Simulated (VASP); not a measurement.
# NbTe in VASP: further runs

Runs on NbTe. Level: PBE. Tasks: single point.

Everything below comes from runs of VASP 6.6.1. Logs are shortened: lines on timing, memory, paths and dates and some standing lists are left out, and cuts for length are marked.

## Step 1: The cell of the first run

It takes space group Fm-3m (No. 225, cubic). Conventional cell: a = 5.712 Å, b = 5.712 Å, c = 5.712 Å, α = 90.00°, β = 90.00°, γ = 90.00°. Nb (site symmetry m-3m) has 6 Te at 2.86 Å within 3.8 Å. Te (site symmetry m-3m) has 6 Nb at 2.86 Å within 3.8 Å.

## Step 2: Single point, PBE, collinear spin

Input file INCAR:

```
SYSTEM = NbTe
ALGO = Normal
EDIFF = 1E-7
ENCUT = 520
GGA = PE
ISIF = 2
ISMEAR = 0
ISPIN = 2
LASPH = .True.
LCHARG = .False.
LMAXMIX = 4
LORBIT = 11
LREAL = .False.
LWAVE = .False.
MAGMOM = 1.21 -1.21 0 0
NBANDS = 31
NELM = 150
PREC = Accurate
SIGMA = 0.05
```

Input file KPOINTS:

```
k-points
0
Gamma
  10 10 5
  0 0 0
```

Input file POSCAR:

```
NbTe
1.0
    0.0000000000      2.8559309941      2.8559309941
    5.7118619882      2.8559309941      2.8559309941
    5.7118619882      5.7118619882      0.0000000000
Nb Te
2 2
Direct
    0.5000000000      0.5000000000      0.0000000000
    0.5000000000      0.5000000000      0.5000000000
    0.0000000000      0.0000000000      0.0000000000
    0.0000000000      0.0000000000      0.5000000000
```

Potentials or basis: VASP PAW PBE potentials, release 64 (Nb_sv, Te).

Launch:

```
> cat potpaw_PBE.64/Nb_sv/POTCAR potpaw_PBE.64/Te/POTCAR > POTCAR
> mpirun -np 1 vasp_std > vasp.out
```

OUTCAR:

```text
SYSTEM = NbTe
   EDIFF = 1E-7
   ENCUT = 520
   GGA = PE
   ISIF = 2
   ISMEAR = 0
   ISPIN = 2
   LASPH = .True.
   LORBIT = 11
   LREAL = .False.
   NELM = 150
   PREC = Accurate

 ion  position               nearest neighbor table
   1  0.500  0.500  0.000-   4 2.86   3 2.86   4 2.86   3 2.86   4 2.86   4 2.86
   2  0.500  0.500  0.500-   3 2.86   3 2.86   4 2.86   4 2.86   3 2.86   3 2.86
   3  0.000  0.000  0.000-   2 2.86   1 2.86   2 2.86   1 2.86   2 2.86   2 2.86
   4  0.000  0.000  0.500-   1 2.86   1 2.86   2 2.86   2 2.86   1 2.86   1 2.86

  LATTYP: Found a simple tetragonal cell.
 ALAT       =     4.0388963451
 C/A-ratio  =     1.4142135624

  Lattice vectors:

 A1 = (   0.0000000000,  -2.8559309941,   2.8559309941)
 A2 = (   0.0000000000,  -2.8559309941,  -2.8559309941)
 A3 = (   5.7118619882,   0.0000000000,   0.0000000000)

Analysis of symmetry for initial positions (statically):
=====================================================================
 Subroutine PRICEL returns following result:

  LATTYP: Found a face centered cubic cell.
 ALAT       =     5.7118619882
[... 12 lines left out ...]
 Subroutine GETGRP returns: Found 16 space group operations
 (whereof 16 operations were pure point group operations)
 out of a pool of 16 trial point group operations.

The static configuration has the point symmetry D_4h.

Analysis of symmetry for dynamics (positions and initial velocities):
=====================================================================
 Subroutine PRICEL returns following result:

  LATTYP: Found a face centered cubic cell.
 ALAT       =     5.7118619882
[... 12 lines left out ...]
 Subroutine GETGRP returns: Found 16 space group operations
 (whereof 16 operations were pure point group operations)
 out of a pool of 16 trial point group operations.

The dynamic configuration has the point symmetry D_4h.

Analysis of structural, dynamic, and magnetic symmetry:
=====================================================================
 Subroutine PRICEL returns following result:

  LATTYP: Found a face centered cubic cell.
 ALAT       =     5.7118619882
[... 12 lines left out ...]
 Subroutine GETGRP returns: Found 16 space group operations
 (whereof 16 operations were pure point group operations)
 out of a pool of 16 trial point group operations.

The overall configuration has the point symmetry D_4h.

 Subroutine INISYM returns: Found 16 space group operations
 (whereof 16 operations are pure point group operations),
 and found     2 'primitive' translations

[... 123 lines left out ...]
   LEPSILON=     F    determine dielectric tensor
   LRPA    =     F    only Hartree local field effects (RPA)
 spin polarized calculation
 Gauss-broadening in eV      SIGMA  =   0.05
  energy-cutoff  :      520.00
  volume of cell :       93.18
 maximum number of plane-waves:      2546
   NGX = 15   NGY = 25   NGZ = 29

 number of electron      38.0000001 magnetization       0.0000000

 number of electron      38.0000001 magnetization      -0.0000000

 Free energy of the ion-electron system (eV)
  ---------------------------------------------------
  ext. energy  EPLUGINS =         0.00000000
  ---------------------------------------------------
  free energy    TOTEN  =       -25.25600440 eV

  energy without entropy =      -25.25007567  energy(sigma->0) =      -25.25304004

 E-fermi :  10.1770     XC(G=0): -10.9296

 val. band max:       10.1657196163   @ k =   0.3000   0.5000   0.2000
 cond. band min:      10.1795645222   @ k =   0.5000   0.5000   0.4000
 fundamental gap:      0.0138449058
 Fermi energy:        10.1770438562

 spin component 1

 k-point     1 :       0.0000    0.0000    0.0000
  band No.  band energies     occupation
      1     -45.6048      1.00000
      2     -44.8606      1.00000
      3     -21.8150      1.00000
      4     -21.7591      1.00000
      5     -21.7591      1.00000
      6     -20.9529      1.00000
[... 805 lines left out ...]
     30      17.6997      0.00000
     31      18.2157      0.00000

 [... further k-points ...]

 spin component 2

 k-point     1 :       0.0000    0.0000    0.0000
  band No.  band energies     occupation
      1     -45.6048      1.00000
      2     -44.8606      1.00000
      3     -21.8150      1.00000
      4     -21.7591      1.00000
      5     -21.7591      1.00000
      6     -20.9529      1.00000
[... 805 lines left out ...]
     30      17.6997      0.00000
     31      18.2156      0.00000

 [... further k-points ...]

------------------------ aborting loop because EDIFF is reached ----------------------------------------

  FORCE on cell =-STRESS in cart. coord.  units (eV):
  Direction    XX          YY          ZZ          XY          YZ          ZX
  --------------------------------------------------------------------------------------
  -------------------------------------------------------------------------------------
  Total        0.9341667      0.9733103      0.9733103      0.0000000     -0.0000000     -0.0000000
  in kB       16.0631918     16.7362743     16.7362743      0.0000000     -0.0000000     -0.0000000
  external PRESSURE =      16.5119135 kB  Pullay stress =       0.0000000 kB

 VOLUME and BASIS-vectors are now :
 -----------------------------------------------------------------------------
  energy-cutoff  :      520.00
  volume of cell :       93.18
      direct lattice vectors                 reciprocal lattice vectors
     0.000000000  2.855930994  2.855930994    -0.175074258  0.175074258  0.175074258
     5.711861988  2.855930994  2.855930994     0.175074258 -0.175074258  0.175074258
     5.711861988  5.711861988  0.000000000     0.000000000  0.175074258 -0.175074258

 POSITION                                       TOTAL-FORCE (eV/Angst)
 -----------------------------------------------------------------------------------
      2.85593      2.85593      2.85593         0.000000      0.000000      0.000000
      5.71186      5.71186      2.85593        -0.000000     -0.000000     -0.000000
      0.00000      0.00000      0.00000         0.000000      0.000000      0.000000
      2.85593      2.85593      0.00000         0.000000      0.000000      0.000000
 -----------------------------------------------------------------------------------
    total drift:                                0.000000      0.000000      0.000000

  FREE ENERGIE OF THE ION-ELECTRON SYSTEM (eV)
  ---------------------------------------------------
  free  energy   TOTEN  =       -25.2560043961 eV

  energy  without entropy=      -25.2500756749  energy(sigma->0) =      -25.25304004

 total charge

# of ion       s       p       d       tot
------------------------------------------
    1        2.117   5.950   2.612  10.679
    2        2.117   5.950   2.612  10.679
    3        1.329   2.083   0.091   3.503
    4        1.329   2.083   0.091   3.503
--------------------------------------------------
tot          6.892  16.066   5.406  28.364

 magnetization (x)

# of ion       s       p       d       tot
------------------------------------------
    1        0.007   0.007   1.105   1.119
    2       -0.007  -0.007  -1.105  -1.119
    3       -0.001  -0.002  -0.005  -0.008
    4        0.001   0.002   0.005   0.008
--------------------------------------------------
tot          0.000   0.000   0.000   0.000
```

OSZICAR:

```text
N       E                     dE             d eps       ncg     rms          rms(c)
DAV:   1     0.345588829114E+03    0.34559E+03   -0.18619E+04  7924   0.115E+03
DAV:   2     0.230637990905E+01   -0.34328E+03   -0.33167E+03 10102   0.407E+02
DAV:   3    -0.237411539360E+02   -0.26048E+02   -0.25446E+02 13001   0.868E+01
DAV:   4    -0.258688987956E+02   -0.21277E+01   -0.21009E+01 12682   0.199E+01
DAV:   5    -0.259163459460E+02   -0.47447E-01   -0.47408E-01 11687   0.306E+00    0.102E+01
DAV:   6    -0.251844754284E+02    0.73187E+00   -0.33711E+00 11679   0.105E+01    0.472E+00
DAV:   7    -0.252306552167E+02   -0.46180E-01   -0.36761E-01 11162   0.329E+00    0.264E+00
DAV:   8    -0.252441215461E+02   -0.13466E-01   -0.10991E-01 11202   0.129E+00    0.140E+00
DAV:   9    -0.252505838040E+02   -0.64623E-02   -0.37742E-02 11664   0.524E-01    0.447E-01
DAV:  10    -0.252533810979E+02   -0.27973E-02   -0.97871E-03 13007   0.257E-01    0.253E-01
DAV:  11    -0.252552236320E+02   -0.18425E-02   -0.93354E-03 10226   0.274E-01    0.138E-01
DAV:  12    -0.252559123987E+02   -0.68877E-03   -0.53468E-03 11985   0.194E-01    0.559E-02
DAV:  13    -0.252559891381E+02   -0.76739E-04   -0.51308E-04 13401   0.836E-02    0.410E-02
DAV:  14    -0.252560022723E+02   -0.13134E-04   -0.20754E-04 11195   0.356E-02    0.121E-02
DAV:  15    -0.252560038378E+02   -0.15655E-05   -0.14532E-05 13072   0.172E-02    0.709E-03
DAV:  16    -0.252560043998E+02   -0.56198E-06   -0.96550E-07 11230   0.555E-03    0.305E-03
DAV:  17    -0.252560043961E+02    0.36880E-08   -0.20234E-07  6719   0.238E-03
   1 F= -.25256004E+02 E0= -.25253040E+02  d E =-.592872E-02  mag=     0.0000
```

It took 7 min on 1 thread of Intel Xeon 6975P-C (Granite Rapids), shared host; peak memory 0.53 GiB.

Results:

```
Free energy                                           : -25.2560 eV
Pressure                                              : 1.7 GPa
Band gap on the k mesh                                : zero (filled and empty bands overlap)
Net moment                                            : 0.00 μB per cell
Site moments                                          : Nb +1.12, -1.12; Te -0.01, +0.01 μB
Valence electrons inside the program's atomic spheres : Nb 10.68; Te 3.50
```

Caveat: spin-orbit coupling is left out, which moves the levels of the heavy elements.

## Step 3: Single point, PBE, collinear spin (24.78 Å³/atom)

This run uses another cell than the first one, of 24.78 Å³/atom.

Input file INCAR:

```
PREC     = Accurate       # precision mode
ENCUT    = 520            # plane-wave cutoff, eV
EDIFF    = 1E-6           # SCF threshold, eV
ISMEAR   = 0              # smearing method
SIGMA    = 0.05           # smearing width, eV
LREAL    = False          # projectors in reciprocal space
LASPH    = True           # aspherical terms in the spheres
NELM     = 150            # most SCF steps
ALGO     = Normal         # electronic algorithm
ISIF     = 2              # what is computed and relaxed
LWAVE    = False          # write WAVECAR
LCHARG   = False          # write CHGCAR
ISPIN    = 2              # spin polarisation
MAGMOM   = 1.41 -1.41 0 0 # initial moments
LORBIT   = 11             # projections on sites
LMAXMIX  = 4              # l up to which the mixer works
GGA      = PE             # functional
NBANDS   = 31             # bands
```

Input file KPOINTS:

```
regular mesh
0
Gamma
  10 10 5
```

Input file POSCAR:

```
NbTe
1.0
    0.0000000000      2.9137078165      2.9137078165
    5.8371207295      2.9137078165      2.9137078165
    5.8371207295      5.8274156330      0.0000000000
Nb Te
2 2
Direct
    0.5000000000      0.5000000000      0.0000000000
    0.5000000000      0.5000000000      0.5000000000
    0.0000000000      0.0000000000      0.0000000000
    0.0000000000      0.0000000000      0.5000000000
```

Potentials or basis: VASP PAW PBE potentials, release 64 (Nb_sv, Te).

Launch:

```
> cat potpaw_PBE.64/Nb_sv/POTCAR potpaw_PBE.64/Te/POTCAR > POTCAR
> mpirun -np 1 vasp_std > vasp.out
```

Run time: 11 min. Hardware: 1 thread of Intel Xeon Platinum 8259CL at 2.50GHz (Skylake/Cascade Lake), shared host; peak memory 0.58 GiB.

The run converged. Its results:

```yaml
Free_energy: -25.2310 eV
Pressure: -2.8 GPa
Band_gap_on_the_k_mesh: zero (filled and empty bands overlap)
Net_moment: 0.00 μB per cell
Site_moments: Nb +1.36, -1.36; Te -0.00, +0.00 μB
Valence_electrons_inside_the_program's_atomic_spheres: Nb 10.63; Te 3.46
```

Stress tensor (GPa, compression positive):
```
-2.87  0.00  0.00
 0.00 -2.76  0.00
 0.00  0.00 -2.76
```

Levels at points of the mesh, in eV from the Fermi level:
Spin up:
```tsv
k point	band 17	band 18	band 19	band 20	band 21	band 22
(0.00, 0.00, 0.00)	-1.45	-1.22	-1.22	-0.89	-0.88	-0.74
(0.50, 0.00, 0.00)	-0.20	-0.06	0.05	1.11	1.17	1.36
(0.50, 0.50, 0.00)	-2.43	-2.43	-0.22	0.06	0.30	0.86
```
Spin down:
| k point | band 15 | band 16 | band 17 | band 18 | band 19 | band 20 | band 21 | band 22 | band 23 | band 24 |
| --- | --- | --- | --- | --- | --- | --- | --- | --- | --- | --- |
| (0.00, 0.00, 0.00) | -1.46 | -1.46 | -1.45 | -1.22 | -1.22 | -0.89 | -0.88 | -0.74 | 0.11 | 1.09 |
| (0.50, 0.00, 0.00) | -4.07 | -4.05 | -0.20 | -0.06 | 0.05 | 1.11 | 1.17 | 1.36 | 2.28 | 2.35 |
| (0.50, 0.50, 0.00) | -3.02 | -2.98 | -2.43 | -2.43 | -0.22 | 0.06 | 0.30 | 0.86 | 1.10 | 1.10 |

Caveat: spin-orbit coupling is left out, which moves the levels of the heavy elements.
